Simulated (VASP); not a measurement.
# SiW3 (Fmmm) in VASP: single point with PBEsol

Aim: the single point of SiW3 with PBEsol.

All numbers are computed with VASP 6.6.1; they aren't measurements. Logs are shortened: lines on timing, memory, paths and dates and some standing lists are left out, and cuts for length are marked.

## (1) The cell of the first run

It takes space group Fmmm (No. 69, orthorhombic). The conventional cell has a = 5.154 Å, b = 7.253 Å, c = 7.326 Å, α = 90.00°, β = 90.00°, γ = 90.00°. Within 3.4 Å of Si (site symmetry mmm) lie 6 W at 2.58 Å. W (site symmetry 2/m) has 4 W at 2.58 Å and 2 Si at 2.58 Å within 3.4 Å. W (site symmetry mmm) has 2 Si at 2.58 Å and 4 W at 2.58 Å within 3.4 Å.

## (2) Single point, PBEsol (strain +0.0100 x Voigt [0, 0, 0, 1, 0, 0])

INCAR

```
PREC = Accurate
ENCUT = 520
EDIFF = 1E-7
ISMEAR = 0
SIGMA = 0.15
LREAL = False
LASPH = True
NELM = 60
ALGO = Fast
ISIF = 2
LWAVE = False
LCHARG = True
GGA = PS
LELF = True
LVHAR = True
NBANDS = 31
```

KPOINTS

```
Automatic mesh
0
Gamma
  14 14 14
```

POSCAR

```
SiW3
1.0
   -2.5771952861      2.5900812625      2.5900812625
    2.5771952861     -2.5643093097      2.5643093097
    2.5771952861      2.5643093097     -2.5643093097
Si W
1 3
Direct
    0.0000000000      0.0000000000      0.0000000000
    0.5000000000      0.5000000000      0.0000000000
    0.5000000000      0.0000000000      0.5000000000
    0.0000000000      0.5000000000      0.5000000000
```

Potentials or basis: VASP PAW PBE potentials, release 64 (Si, W_sv).

Run with:

```bash
> cat potpaw_PBE.64/Si/POTCAR potpaw_PBE.64/W_sv/POTCAR > POTCAR
> mpirun -np 1 vasp_std > vasp.out
```

OUTCAR:

```text
PREC = Accurate
   ENCUT = 520
   EDIFF = 1E-7
   ISMEAR = 0
   LREAL = False
   LASPH = True
   NELM = 60
   ISIF = 2
   GGA = PS

 ion  position               nearest neighbor table
   1  0.000  0.000  0.000-   4 2.58   4 2.58   2 2.58   3 2.58   3 2.58   2 2.58
   2  0.500  0.500  0.000-   3 2.58   3 2.58   4 2.58   1 2.58   4 2.58   1 2.58
   3  0.500  0.000  0.500-   2 2.58   2 2.58   4 2.58   1 2.58   1 2.58   4 2.58
   4  0.000  0.500  0.500-   1 2.58   1 2.58   3 2.58   2 2.58   2 2.58   3 2.58

  LATTYP: Found a face centered orthorhombic cell.
 ALAT       =     5.1543905722
 B/A-ratio  =     1.4071424946
 C/A-ratio  =     1.4212846302

  Lattice vectors:

 A1 = (   0.0000000000,   5.1543905722,   0.0257719528)
 A2 = (   2.5771952861,   2.5900812625,   2.5900812625)
 A3 = (   2.5771952861,   2.5643093097,  -2.5643093097)

Analysis of symmetry for initial positions (statically):
=====================================================================
 Subroutine PRICEL returns:
 Original cell was already a primitive cell.

 Routine SETGRP: Setting up the symmetry group for a
 face centered orthorhombic supercell.

 Subroutine GETGRP returns: Found  8 space group operations
 (whereof  8 operations were pure point group operations)
 out of a pool of  8 trial point group operations.

The static configuration has the point symmetry D_2h.

Analysis of symmetry for dynamics (positions and initial velocities):
=====================================================================
 Subroutine PRICEL returns:
 Original cell was already a primitive cell.

 Routine SETGRP: Setting up the symmetry group for a
 face centered orthorhombic supercell.

 Subroutine GETGRP returns: Found  8 space group operations
 (whereof  8 operations were pure point group operations)
 out of a pool of  8 trial point group operations.

The dynamic configuration has the point symmetry D_2h.

 Subroutine INISYM returns: Found  8 space group operations
 (whereof  8 operations are pure point group operations),
 and found     1 'primitive' translations

----------------------------------------------------------------------------------------

                                     Primitive cell

  volume of cell :      68.4685

  direct lattice vectors                    reciprocal lattice vectors
    -2.577195286  2.590081263  2.590081263     0.000000000  0.193044136  0.193044136
     2.577195286 -2.564309310  2.564309310     0.194009357 -0.000970071  0.194014207
     2.577195286  2.564309310 -2.564309310     0.194009357  0.194014207 -0.000970071

  length of vectors
     4.478724979  4.448966174  4.448966174     0.273005636  0.274375808  0.274375808

  position of ions in fractional coordinates (direct lattice)
     0.000000000  0.000000000  0.000000000
     0.500000000  0.500000000  1.000000000
     0.500000000  0.000000000  0.500000000
     0.000000000  0.500000000  0.500000000

  ion indices of the primitive-cell ions
   primitive index   ion index
                 1           1
                 2           2
                 3           3
                 4           4

----------------------------------------------------------------------------------------

 KPOINTS: Automatic mesh

Automatic generation of k-mesh.
 Grid dimensions read from file:
 generate k-points for:   14   14   14

 Generating k-lattice:

  Cartesian coordinates                     Fractional coordinates (reciprocal lattice)
     0.000000000  0.013788867  0.013788867     0.071428571  0.000000000  0.000000000
     0.013857811 -0.000069291  0.013858158     0.000000000  0.071428571  0.000000000
     0.013857811  0.013858158 -0.000069291     0.000000000 -0.000000000  0.071428571

  Length of vectors
     0.019500403  0.019598272  0.019598272

  Shift w.r.t. Gamma in fractional coordinates (k-lattice)
     0.000000000  0.000000000  0.000000000

 Subroutine IBZKPT returns following result:
 ===========================================

 Found    428 irreducible k-points:

 Following reciprocal coordinates:
            Coordinates               Weight
  0.000000  0.000000  0.000000      1.000000
  0.071429  0.000000  0.000000      2.000000
  0.142857  0.000000  0.000000      2.000000
  0.214286  0.000000  0.000000      2.000000
  0.285714  0.000000  0.000000      2.000000
  0.357143  0.000000  0.000000      2.000000
[... 16 lines left out ...]
 -0.071429  0.142857 -0.000000      4.000000
  0.000000  0.214286  0.000000      8.000000
 [... further k-points ...]
   k-points           NKPTS =    428   k-points in BZ     NKDIM =    428   number of bands    NBANDS=     31
   number of dos      NEDOS =    301   number of ions     NIONS =      4
   total plane-waves  NPLWV =  46656
   dimension x,y,z NGX =    36 NGY =   36 NGZ =   36
   dimension x,y,z NGXF=    72 NGYF=   72 NGZF=   72
   ions per type =               1   3
   NGX,Y,Z   is equivalent  to a cutoff of  13.36, 13.45, 13.45 a.u.
   NGXF,Y,Z  is equivalent  to a cutoff of  26.73, 26.90, 26.90 a.u.
 SYSTEM =  unknown system
   PREC   = accura    normal or accurate (medium, high low for compatibility)
   ISTART =      0    job   : 0-new  1-cont  2-samecut
   ICHARG =      2    charge: 1-file 2-atom 10-const
   ISPIN  =      1    spin polarized calculation?
   LNONCOLLINEAR =      F non collinear calculations
   LSORBIT =      F    spin-orbit coupling
   LASPH  =      T    aspherical Exc in radial PAW
   ENCUT  =  520.0 eV  38.22 Ry    6.18 a.u.   8.33  8.27  8.27*2*pi/ulx,y,z
   NELM   =     60;   NELMIN=  2; NELMDL= -5     # of ELM steps
   EDIFF  = 0.1E-06   stopping-criterion for ELM
   LREAL  =      F    real-space projection
   EDIFFG = 0.1E-05   stopping-criterion for IOM
   NSW    =      0    number of steps for IOM
   IBRION =     -1    ionic relax: 0-MD 1-quasi-New 2-CG
   NFREE  =      0    steps in history (QN), initial steepest desc. (CG)
   ISIF   =      2    stress and relaxation
   ISYM   =      2    0-nonsym 1-usesym 2-fastsym
   POTIM  = 0.5000    time-step for ionic-motion
   TEBEG  =    0.0;   TEEND  =   0.0 temperature during run
   PSTRESS=    0.0 pullay stress
   NELECT =      46.0000    total number of electrons
   NUPDOWN=      -1.0000    fix difference up-down
   EMIN   =  10.00;   EMAX   =-10.00  energy-range for DOS
   EFERMI =   0.00;   METHOD = LEGACY
   ISMEAR =     0;   SIGMA  =   0.15  broadening in eV -4-tet -1-fermi 0-gaus
   EFERMI_NEDOS =   21; number of points for ismear=-14 and -15
   IALGO  =     68    algorithm
   IMIX   =      4    mixing-type and parameters
     AMIX     =   0.40;   BMIX     =  1.00
     AMIX_MAG =   1.60;   BMIX_MAG =  1.00
  volume/ion in A,a.u.               =      17.12       115.51
  Fermi-wavevector in a.u.,A,eV,Ry     =   1.433828  2.709542 27.971712  2.055863
  Thomas-Fermi vector in A             =   2.553303
   LORBIT       =      0    0 simple, 1 ext, 2 COOP (PROOUT), +10 PAW based schemes
   GGA     = PS    functional components
   LHFCALC =     F    Hartree Fock is set to
   AEXX    =    0.0000 exact exchange contribution
   IVDW    =     0    specifies the selected vdW correction
   LEPSILON=     F    determine dielectric tensor
   LRPA    =     F    only Hartree local field effects (RPA)
 non-spin polarized calculation
 RMM-DIIS sequential band-by-band and
 Gauss-broadening in eV      SIGMA  =   0.15
  energy-cutoff  :      520.00
  volume of cell :       68.47
 maximum number of plane-waves:      1878
 NGX is ok and might be reduce to    36
   NGX = 17   NGY = 17   NGZ = 17

 number of electron      46.0000007 magnetization

 Free energy of the ion-electron system (eV)
  ---------------------------------------------------
  ext. energy  EPLUGINS =         0.00000000
  ---------------------------------------------------
  free energy    TOTEN  =       -41.71121485 eV

  energy without entropy =      -41.65847483  energy(sigma->0) =      -41.68484484

 E-fermi :   9.3403     XC(G=0): -12.5377

 val. band max:        9.3396626259   @ k =   0.3571  -0.4286   0.1429
 cond. band min:       9.3421978546   @ k =   0.2143   0.3571   0.0000
 fundamental gap:      0.0025352287
 Fermi energy:         9.3403383816

 k-point     1 :       0.0000    0.0000    0.0000
  band No.  band energies     occupation
      1     -64.6001      2.00000
      2     -64.4136      2.00000
      3     -64.4128      2.00000
      4     -29.4418      2.00000
      5     -29.4387      2.00000
      6     -29.4352      2.00000
[... 23 lines left out ...]
     30      13.2413      0.00000
     31      14.8785      0.00000

 k-point     2 :       0.0714    0.0000    0.0000
  band No.  band energies     occupation
      1     -64.5980      2.00000
      2     -64.4157      2.00000
      3     -64.4128      2.00000
      4     -29.4390      2.00000
      5     -29.4253      2.00000
      6     -29.4179      2.00000
[... 23 lines left out ...]
     30      13.1634      0.00000
     31      14.7367      0.00000

 k-point     3 :       0.1429    0.0000    0.0000
  band No.  band energies     occupation
      1     -64.5918      2.00000
      2     -64.4218      2.00000
      3     -64.4129      2.00000
      4     -29.4398      2.00000
      5     -29.3763      2.00000
      6     -29.3669      2.00000
[... 23 lines left out ...]
     30      12.9591      0.00000
     31      14.1483      0.00000

 k-point     4 :       0.2143    0.0000    0.0000
  band No.  band energies     occupation
      1     -64.5820      2.00000
      2     -64.4315      2.00000
      3     -64.4131      2.00000
      4     -29.4409      2.00000
      5     -29.2968      2.00000
      6     -29.2845      2.00000
[... 23 lines left out ...]
     30      12.7572      0.00000
     31      13.4469      0.00000

 k-point     5 :       0.2857    0.0000    0.0000
  band No.  band energies     occupation
      1     -64.5694      2.00000
      2     -64.4441      2.00000
      3     -64.4134      2.00000
      4     -29.4422      2.00000
      5     -29.1906      2.00000
      6     -29.1748      2.00000
[... 23 lines left out ...]
     30      12.5981      0.00000
     31      12.7337      0.00000
[... 542 lines left out ...]
     30      12.4277      0.00000
     31      13.3056      0.00000

 k-point    22 :       0.4286    0.1429   -0.0000
  band No.  band energies     occupation
      1     -64.5306      2.00000
      2     -64.4825      2.00000
      3     -64.4141      2.00000
      4     -29.3790      2.00000
      5     -28.9560      2.00000
      6     -28.9264      2.00000
[... 23 lines left out ...]
     30      12.3742      0.00000
     31      13.3484      0.00000

 k-point    23 :      -0.0714    0.1429   -0.0000
  band No.  band energies     occupation
      1     -64.5938      2.00000
      2     -64.4189      2.00000
      3     -64.4137      2.00000
      4     -29.4249      2.00000
      5     -29.4195      2.00000
      6     -29.3714      2.00000
[... 23 lines left out ...]
     30      13.0304      0.00000
     31      14.1099      0.00000

 k-point    24 :       0.0000    0.2143    0.0000
  band No.  band energies     occupation
      1     -64.5820      2.00000
      2     -64.4308      2.00000
      3     -64.4138      2.00000
      4     -29.4409      2.00000
      5     -29.2947      2.00000
      6     -29.2869      2.00000
[... 23 lines left out ...]
     30      12.7422      0.00000
     31      13.4991      0.00000

 [... further k-points ...]

------------------------ aborting loop because EDIFF is reached ----------------------------------------

  FORCE on cell =-STRESS in cart. coord.  units (eV):
  Direction    XX          YY          ZZ          XY          YZ          ZX
  --------------------------------------------------------------------------------------
  -------------------------------------------------------------------------------------
  Total        0.2285801      0.2287842      0.2287842      0.0000000      0.4363394      0.0000000
  in kB        5.3488189      5.3535938      5.3535938      0.0000000     10.2104256      0.0000000
  external PRESSURE =       5.3520022 kB  Pullay stress =       0.0000000 kB

 VOLUME and BASIS-vectors are now :
 -----------------------------------------------------------------------------
  energy-cutoff  :      520.00
  volume of cell :       68.47
      direct lattice vectors                 reciprocal lattice vectors
    -2.577195286  2.590081263  2.590081263     0.000000000  0.193044136  0.193044136
     2.577195286 -2.564309310  2.564309310     0.194009357 -0.000970071  0.194014207
     2.577195286  2.564309310 -2.564309310     0.194009357  0.194014207 -0.000970071

 POSITION                                       TOTAL-FORCE (eV/Angst)
 -----------------------------------------------------------------------------------
      0.00000      0.00000      0.00000        -0.000000     -0.000000     -0.000000
      0.00000      0.01289      2.57720         0.000000      0.000000      0.000000
      0.00000      2.57720      0.01289        -0.000000      0.000000      0.000000
      2.57720      0.00000      0.00000        -0.000000     -0.000000     -0.000000
 -----------------------------------------------------------------------------------
    total drift:                                0.000000      0.000000     -0.000000

  FREE ENERGIE OF THE ION-ELECTRON SYSTEM (eV)
  ---------------------------------------------------
  free  energy   TOTEN  =       -41.7112148528 eV

  energy  without entropy=      -41.6584748339  energy(sigma->0) =      -41.68484484
```

Wall time 23 min (1 thread of AMD EPYC 7R13 (Zen 3), shared host); peak memory 0.73 GiB.

Results:

- Free energy: -41.7112 eV
- Pressure: 0.5 GPa
- Band gap on the k mesh: zero (bands 23 and 24 overlap by 1.77 eV)

Stress tensor (GPa, compression positive):
```
0.53 0.00 0.00
0.00 0.54 1.02
0.00 1.02 0.54
```

Levels at points of the mesh, in eV from the Fermi level:
```tsv
k point	band 20	band 21	band 22	band 23	band 24	band 25	band 26	band 27
(0.00, 0.00, 0.00)	-0.34	-0.31	-0.28	0.45	0.45	1.98	2.00	2.01
(0.50, 0.00, 0.00)	-1.69	-1.03	-0.50	-0.44	-0.34	-0.27	0.71	1.89
(0.00, 0.50, 0.00)	-1.70	-1.06	-0.46	-0.44	-0.35	-0.25	0.78	1.84
(0.00, 0.50, 0.50)	-1.72	-1.09	-0.42	-0.41	-0.37	-0.23	0.85	1.78
(0.50, 0.50, 0.50)	-2.79	-2.79	-2.78	0.01	0.01	1.14	1.16	1.17
```

Caveat: the cell differs from its parent crystal (strain +0.0100 x Voigt [0, 0, 0, 1, 0, 0]); the PAW data sets were made with another functional, which shifts forces and pressure a little; spin-orbit coupling is left out, which moves the levels of the heavy elements.
